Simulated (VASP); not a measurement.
# Ti (I4/mmm) in VASP: further runs, part 2 of 2

VASP 6.6.1.

## (6) Single point, PBE (strain +0.080 along x and y, -0.080 along z)

Input file INCAR:

```
ALGO = Fast
EDIFF = 1E-7
ENCUT = 520
GGA = PE
ISIF = 2
ISMEAR = 0
LASPH = True
LCHARG = False
LREAL = False
LWAVE = False
NBANDS = 12
NELM = 60
PREC = Accurate
SIGMA = 0.15
```

Input file KPOINTS:

```
k-points
0
Gamma
  20 20 20
```

Input file POSCAR:

```
Ti
1.0
    0.0000000000      2.1924000000      1.8676000000
    2.1924000000      0.0000000000      1.8676000000
    2.1924000000      2.1924000000      0.0000000000
Ti
1
Direct
    0.0000000000      0.0000000000      0.0000000000
```

Potentials or basis: VASP PAW PBE potentials, release 64 (Ti_sv).

Run with:

```sh
$ cat potpaw_PBE.64/Ti_sv/POTCAR > POTCAR
$ mpirun -np 1 vasp_std > vasp.out
```

OUTCAR:

```text
EDIFF = 1E-7
   ENCUT = 520
   GGA = PE
   ISIF = 2
   ISMEAR = 0
   LASPH = True
   LREAL = False
   NELM = 60
   PREC = Accurate

 ion  position               nearest neighbor table
   1  0.000  0.000  0.000-

  LATTYP: Found a body centered tetragonal cell.
 ALAT       =     3.1005218141
 C/A-ratio  =     1.2047004420

  Lattice vectors:

 A1 = (   0.0000000000,  -2.1924000000,  -1.8676000000)
 A2 = (   0.0000000000,   2.1924000000,  -1.8676000000)
 A3 = (   2.1924000000,   0.0000000000,   1.8676000000)

Analysis of symmetry for initial positions (statically):
=====================================================================
 Subroutine PRICEL returns:
 Original cell was already a primitive cell.

 Routine SETGRP: Setting up the symmetry group for a
 body centered tetragonal supercell.

 Subroutine GETGRP returns: Found 16 space group operations
 (whereof 16 operations were pure point group operations)
 out of a pool of 16 trial point group operations.

The static configuration has the point symmetry D_4h.

Analysis of symmetry for dynamics (positions and initial velocities):
=====================================================================
 Subroutine PRICEL returns:
 Original cell was already a primitive cell.

 Routine SETGRP: Setting up the symmetry group for a
 body centered tetragonal supercell.

 Subroutine GETGRP returns: Found 16 space group operations
 (whereof 16 operations were pure point group operations)
 out of a pool of 16 trial point group operations.

The dynamic configuration has the point symmetry D_4h.

 Subroutine INISYM returns: Found 16 space group operations
 (whereof 16 operations are pure point group operations),
 and found     1 'primitive' translations

----------------------------------------------------------------------------------------

                                     Primitive cell

  volume of cell :      17.9537

  direct lattice vectors                    reciprocal lattice vectors
[... 115 lines left out ...]
   LRPA    =     F    only Hartree local field effects (RPA)
 non-spin polarized calculation
 RMM-DIIS sequential band-by-band and
 Gauss-broadening in eV      SIGMA  =   0.15
  energy-cutoff  :      520.00
  volume of cell :       17.95
 maximum number of plane-waves:       496
 NGX is ok and might be reduce to    24
   NGX = 11   NGY = 11   NGZ = 11

 number of electron      11.9999998 magnetization

 Free energy of the ion-electron system (eV)
  ---------------------------------------------------
  ext. energy  EPLUGINS =         0.00000000
  ---------------------------------------------------
  free energy    TOTEN  =        -7.75532361 eV

  energy without entropy =       -7.72949161  energy(sigma->0) =       -7.74240761

 E-fermi :   7.8211     XC(G=0): -11.3429

 val. band max:        7.8194669238   @ k =  -0.2500   0.1500   0.0500
 cond. band min:       7.8213619816   @ k =  -0.3000   0.0000   0.2000
 fundamental gap:      0.0018950578
 Fermi energy:         7.8210747597

 k-point     1 :       0.0000    0.0000    0.0000
  band No.  band energies     occupation
      1     -48.8929      2.00000
      2     -24.7897      2.00000
      3     -24.7897      2.00000
      4     -24.7767      2.00000
      5       1.8629      2.00000
      6       8.4950      0.00000
      7       8.4950      0.00000
      8       9.5226      0.00000
      9       9.5538      0.00000
     10      10.6920      0.00000
     11      23.3505      0.00000
     12      26.0977      0.00000
[... 331 lines left out ...]
 k-point    24 :      -0.3500    0.0500    0.0000
  band No.  band energies     occupation
      1     -48.8023      2.00000
      2     -25.2766      2.00000
      3     -24.9034      2.00000
      4     -24.8150      2.00000
      5       4.8909      2.00000
      6       7.9063      0.42168
      7       8.2028      0.00032
      8       9.3850      0.00000
      9      10.8845      0.00000
     10      10.9391      0.00000
     11      17.7563      0.00000
     12      22.5185      0.00000

 [... further k-points ...]

------------------------ aborting loop because EDIFF is reached ----------------------------------------

  FORCE on cell =-STRESS in cart. coord.  units (eV):
  Direction    XX          YY          ZZ          XY          YZ          ZX
  --------------------------------------------------------------------------------------
  -------------------------------------------------------------------------------------
  Total       -0.5263476     -0.5263476     -0.1553009      0.0000000      0.0000000      0.0000000
  in kB      -46.9709998    -46.9709998    -13.8589759      0.0000000      0.0000000      0.0000000
  external PRESSURE =     -35.9336585 kB  Pullay stress =       0.0000000 kB

 VOLUME and BASIS-vectors are now :
 -----------------------------------------------------------------------------
  energy-cutoff  :      520.00
  volume of cell :       17.95
      direct lattice vectors                 reciprocal lattice vectors
     0.000000000  2.192400000  1.867600000    -0.228060573  0.228060573  0.267723281
     2.192400000  0.000000000  1.867600000     0.228060573 -0.228060573  0.267723281
     2.192400000  2.192400000  0.000000000     0.228060573  0.228060573 -0.267723281

 POSITION                                       TOTAL-FORCE (eV/Angst)
 -----------------------------------------------------------------------------------
      0.00000      0.00000      0.00000         0.000000      0.000000      0.000000
 -----------------------------------------------------------------------------------
    total drift:                                0.000000     -0.000000     -0.000000

  FREE ENERGIE OF THE ION-ELECTRON SYSTEM (eV)
  ---------------------------------------------------
  free  energy   TOTEN  =        -7.7553236070 eV

  energy  without entropy=       -7.7294916068  energy(sigma->0) =       -7.74240761
```

Run time: 3.3 min. Hardware: 1 thread of AMD EPYC 9R45 (Zen 5), shared host; peak memory 0.22 GiB.

What came out:

- Free energy: -7.7553 eV
- Pressure: -3.6 GPa
- Band gap on the k mesh: zero (bands 6 and 7 overlap by 1.31 eV)

Levels at points of the mesh, in eV from the Fermi level:
```csv
k point,band 2,band 3,band 4,band 5,band 6,band 7,band 8,band 9,band 10,band 11
"(0.00, 0.00, 0.00)",-32.61,-32.61,-32.60,-5.96,0.67,0.67,1.70,1.73,2.87,15.53
"(0.50, 0.00, 0.00)",-33.21,-32.75,-32.62,-2.46,0.15,0.68,1.57,3.15,3.77,7.97
"(0.50, 0.50, 0.00)",-33.13,-32.93,-32.93,-2.29,-1.81,3.49,3.74,3.74,4.91,9.84
"(0.50, 0.00, 0.50)",-33.18,-32.83,-32.70,-2.44,-1.27,1.86,3.28,3.30,4.01,9.28
```

Caveat: the cell differs from its parent crystal (strain +0.080 along x and y, -0.080 along z); the cell stands under tension.

## (7) The runs side by side

```csv
cell,gap on the mesh (eV),pressure (GPa)
"a = 2.988, b = 2.988, c = 3.101 Å, angles 58.7, 58.7, 62.5°, 1 atom",none,-10.2
"a = 2.819, b = 2.819, c = 2.641 Å, angles 62.1, 62.1, 55.9°, 1 atom",none,22.6
"a = 2.880, b = 2.880, c = 2.641 Å, angles 62.7, 62.7, 54.6°, 1 atom",none,15.9
"a = 2.758, b = 2.758, c = 2.871 Å, angles 58.6, 58.6, 62.7°, 1 atom",none,15.5
"a = 2.880, b = 2.880, c = 3.101 Å, angles 57.4, 57.4, 65.1°, 1 atom",none,-3.6
```

Alike in all rows: task single point; level PBE; potentials or basis VASP PAW PBE potentials, release 64 (Ti_sv); no spin polarisation; k mesh 20 × 20 × 20; cutoff (eV) 520; smearing gaussian 0.15 eV.

Caveats: the cell stands under pressure (at least some runs); the cell stands under tension (at least some runs).

Total energies depend on the potentials used, so only differences within one code and one set of settings carry meaning.
